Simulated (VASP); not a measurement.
# K (Fm-3m) in VASP: single point with PBEsol

Aim: the single point of K with PBEsol.

Program: VASP 6.6.1. These are calculated values, not measurements. Logs are shortened: lines on timing, memory, paths and dates and some standing lists are left out, and cuts for length are marked.

## 1. The cell of the first run

It takes space group Fm-3m (No. 225, cubic). Conventional cell: a = 6.842 Å, b = 6.842 Å, c = 6.842 Å, α = 90.00°, β = 90.00°, γ = 90.00°.

## 2. Single point, PBEsol

File INCAR:

```
  ALGO = Normal
  EDIFF = 1E-6
  ENCUT = 520
  GGA = PS
  ISIF = 2
  ISMEAR = 0
  LASPH = T
  LCHARG = T
  LELF = T
  LREAL = F
  LVHAR = T
  LWAVE = F
  NBANDS = 10
  NELM = 60
  PREC = Accurate
  SIGMA = 0.15
```

File KPOINTS:

```
k-points
0
Gamma
  12 12 12
```

File POSCAR:

```
K
1.0
    4.5615974539      1.1403993635      1.1403993635
    1.1403993635      4.5615974539      1.1403993635
    1.1403993635      1.1403993635      4.5615974539
K
1
Direct
    0.0000000000      0.0000000000      0.0000000000
```

Potentials or basis: VASP PAW PBE potentials, release 64 (K_sv).

The run is started by

```
$ cat potpaw_PBE.64/K_sv/POTCAR > POTCAR
$ mpirun -np 1 vasp_std > vasp.out
```

OUTCAR:

```text
EDIFF = 1E-6
   ENCUT = 520
   GGA = PS
   ISIF = 2
   ISMEAR = 0
   LASPH = T
   LREAL = F
   NELM = 60
   PREC = Accurate

 ion  position               nearest neighbor table
   1  0.000  0.000  0.000-

  LATTYP: Found a face centered cubic cell.
 ALAT       =     6.8423961809

  Lattice vectors:

 A1 = (   4.5615974539,   1.1403993635,   1.1403993635)
 A2 = (   1.1403993635,   4.5615974539,   1.1403993635)
 A3 = (   1.1403993635,   1.1403993635,   4.5615974539)

Analysis of symmetry for initial positions (statically):
=====================================================================
 Subroutine PRICEL returns:
 Original cell was already a primitive cell.

 Routine SETGRP: Setting up the symmetry group for a
 face centered cubic supercell.

 Subroutine GETGRP returns: Found 48 space group operations
 (whereof 48 operations were pure point group operations)
 out of a pool of 48 trial point group operations.

The static configuration has the point symmetry O_h .

Analysis of symmetry for dynamics (positions and initial velocities):
=====================================================================
 Subroutine PRICEL returns:
 Original cell was already a primitive cell.

 Routine SETGRP: Setting up the symmetry group for a
 face centered cubic supercell.

 Subroutine GETGRP returns: Found 48 space group operations
 (whereof 48 operations were pure point group operations)
 out of a pool of 48 trial point group operations.

The dynamic configuration has the point symmetry O_h .

 Subroutine INISYM returns: Found 48 space group operations
 (whereof 48 operations are pure point group operations),
 and found     1 'primitive' translations

----------------------------------------------------------------------------------------

                                     Primitive cell

  volume of cell :      80.0875

  direct lattice vectors                    reciprocal lattice vectors
     4.561597454  1.140399364  1.140399364     0.243579387 -0.048715877 -0.048715877
     1.140399364  4.561597454  1.140399364    -0.048715877  0.243579387 -0.048715877
     1.140399364  1.140399364  4.561597454    -0.048715877 -0.048715877  0.243579387

  length of vectors
     4.838304739  4.838304739  4.838304739     0.253135124  0.253135124  0.253135124

  position of ions in fractional coordinates (direct lattice)
     0.000000000  0.000000000  0.000000000

  ion indices of the primitive-cell ions
   primitive index   ion index
                 1           1

[... 76 lines left out ...]
   NFREE  =      0    steps in history (QN), initial steepest desc. (CG)
   ISIF   =      2    stress and relaxation
   ISYM   =      2    0-nonsym 1-usesym 2-fastsym
   POTIM  = 0.5000    time-step for ionic-motion
   TEBEG  =    0.0;   TEEND  =   0.0 temperature during run
   PSTRESS=    0.0 pullay stress
   NELECT =       9.0000    total number of electrons
   NUPDOWN=      -1.0000    fix difference up-down
   EMIN   =  10.00;   EMAX   =-10.00  energy-range for DOS
   EFERMI =   0.00;   METHOD = LEGACY
   ISMEAR =     0;   SIGMA  =   0.15  broadening in eV -4-tet -1-fermi 0-gaus
   EFERMI_NEDOS =   21; number of points for ismear=-14 and -15
   IALGO  =     38    algorithm
   IMIX   =      4    mixing-type and parameters
     AMIX     =   0.40;   BMIX     =  1.00
     AMIX_MAG =   1.60;   BMIX_MAG =  1.00
  volume/ion in A,a.u.               =      80.09       540.46
  Fermi-wavevector in a.u.,A,eV,Ry     =   0.790013  1.492908  8.491671  0.624120
  Thomas-Fermi vector in A             =   1.895269
   LORBIT       =      0    0 simple, 1 ext, 2 COOP (PROOUT), +10 PAW based schemes
   GGA     = PS    functional components
   LHFCALC =     F    Hartree Fock is set to
   AEXX    =    0.0000 exact exchange contribution
   IVDW    =     0    specifies the selected vdW correction
   LEPSILON=     F    determine dielectric tensor
   LRPA    =     F    only Hartree local field effects (RPA)
 non-spin polarized calculation
 Gauss-broadening in eV      SIGMA  =   0.15
  energy-cutoff  :      520.00
  volume of cell :       80.09
 maximum number of plane-waves:      2180
   NGX = 17   NGY = 17   NGZ = 17

 number of electron       9.0000001 magnetization

 Free energy of the ion-electron system (eV)
  ---------------------------------------------------
  ext. energy  EPLUGINS =         0.00000000
  ---------------------------------------------------
  free energy    TOTEN  =        -1.12790439 eV

  energy without entropy =       -1.11933104  energy(sigma->0) =       -1.12361771

 E-fermi :  -0.3444     XC(G=0):  -5.4888

 val. band max:       -0.4107070845   @ k =   0.5000   0.2500   0.0833
 cond. band min:      -0.3375372803   @ k =  -0.4167   0.0833  -0.0000
 fundamental gap:      0.0731698042
 Fermi energy:        -0.3444254047

 k-point     1 :       0.0000    0.0000    0.0000
  band No.  band energies     occupation
      1     -32.3878      2.00000
      2     -15.9030      2.00000
      3     -15.9030      2.00000
      4     -15.9030      2.00000
      5      -2.3792      2.00000
      6       3.7903      0.00000
      7       3.7903      0.00000
      8       3.7903      0.00000
      9       4.9882      0.00000
     10       4.9882      0.00000
[... 287 lines left out ...]
 k-point    24 :      -0.4167    0.1667    0.0000
  band No.  band energies     occupation
      1     -32.3850      2.00000
      2     -15.9478      2.00000
      3     -15.9189      2.00000
      4     -15.9119      2.00000
      5       0.0595      0.00014
      6       0.5348      0.00000
      7       2.7810      0.00000
      8       3.7217      0.00000
      9       4.8365      0.00000
     10       5.4549      0.00000

 [... further k-points ...]

------------------------ aborting loop because EDIFF is reached ----------------------------------------

  FORCE on cell =-STRESS in cart. coord.  units (eV):
  Direction    XX          YY          ZZ          XY          YZ          ZX
  --------------------------------------------------------------------------------------
  -------------------------------------------------------------------------------------
  Total       -0.1801277     -0.1801277     -0.1801277     -0.0000000     -0.0000000     -0.0000000
  in kB       -3.6035165     -3.6035165     -3.6035165     -0.0000000     -0.0000000     -0.0000000
  external PRESSURE =      -3.6035165 kB  Pullay stress =       0.0000000 kB

 VOLUME and BASIS-vectors are now :
 -----------------------------------------------------------------------------
  energy-cutoff  :      520.00
  volume of cell :       80.09
      direct lattice vectors                 reciprocal lattice vectors
     4.561597454  1.140399364  1.140399364     0.243579387 -0.048715877 -0.048715877
     1.140399364  4.561597454  1.140399364    -0.048715877  0.243579387 -0.048715877
     1.140399364  1.140399364  4.561597454    -0.048715877 -0.048715877  0.243579387

 POSITION                                       TOTAL-FORCE (eV/Angst)
 -----------------------------------------------------------------------------------
      0.00000      0.00000      0.00000         0.000000      0.000000      0.000000
 -----------------------------------------------------------------------------------
    total drift:                                0.000000     -0.000000     -0.000000

  FREE ENERGIE OF THE ION-ELECTRON SYSTEM (eV)
  ---------------------------------------------------
  free  energy   TOTEN  =        -1.1279043874 eV

  energy  without entropy=       -1.1193310405  energy(sigma->0) =       -1.12361771
```

OSZICAR:

```text
N       E                     dE             d eps       ncg     rms          rms(c)
DAV:   1     0.474572077822E+02    0.47457E+02   -0.34626E+03  1440   0.672E+02
DAV:   2     0.640916505135E+00   -0.46816E+02   -0.46143E+02  1528   0.187E+02
DAV:   3    -0.107161373197E+01   -0.17125E+01   -0.16996E+01  2236   0.296E+01
DAV:   4    -0.112809892638E+01   -0.56485E-01   -0.56395E-01  2020   0.466E+00
DAV:   5    -0.112941243102E+01   -0.13135E-02   -0.13131E-02  2220   0.532E-01    0.172E+00
DAV:   6    -0.112814304941E+01    0.12694E-02   -0.29988E-03  2182   0.362E-01    0.111E+00
DAV:   7    -0.112785639597E+01    0.28665E-03   -0.52395E-03  2092   0.455E-01    0.766E-02
DAV:   8    -0.112788973430E+01   -0.33338E-04   -0.36219E-04  1940   0.205E-01    0.298E-02
DAV:   9    -0.112790710279E+01   -0.17368E-04   -0.20130E-05  1788   0.444E-02    0.178E-02
DAV:  10    -0.112790467859E+01    0.24242E-05   -0.10081E-05  1994   0.245E-02    0.291E-03
DAV:  11    -0.112790438741E+01    0.29118E-06   -0.17768E-07  1134   0.330E-03
   1 F= -.11279044E+01 E0= -.11236177E+01  d E =-.857335E-02
```

stdout:

```text
POSCAR found type information on POSCAR K
 POSCAR found :  1 types and       1 ions
 scaLAPACK will be used
 -----------------------------------------------------------------------------
|                                                                             |
|                                                                             |
|     You enforced a specific xc type in the INCAR file but a different       |
|     I HOPE YOU KNOW WHAT YOU ARE DOING!                                     |
|                                                                             |
 -----------------------------------------------------------------------------

 LDA part: xc-table for (Slater+PW92), standard interpolation
 POSCAR, INCAR and KPOINTS ok, starting setup
 FFT: planning ... GRIDC
 FFT: planning ... GRID_SOFT
 FFT: planning ... GRID
 WAVECAR not read
 entering main loop
```

Wall time 25 s (1 thread of Intel Xeon Platinum 8488C (Sapphire Rapids), shared host); peak memory 0.22 GiB.

Results:

```
Free energy : -1.1279 eV
Pressure    : -0.4 GPa
```

Levels at points of the mesh, in eV from the Fermi level:
```csv
k point,band 2,band 3,band 4,band 5,band 6,band 7,band 8,band 9
"(0.00, 0.00, 0.00)",-15.56,-15.56,-15.56,-2.03,4.13,4.13,4.13,5.33
"(0.50, 0.00, 0.00)",-15.61,-15.57,-15.57,0.32,0.53,3.93,3.93,5.87
"(0.50, 0.50, 0.00)",-15.61,-15.58,-15.58,0.93,1.29,2.34,4.63,4.63
```

Caveat: the PAW data sets were made with another functional, which shifts forces and pressure a little.
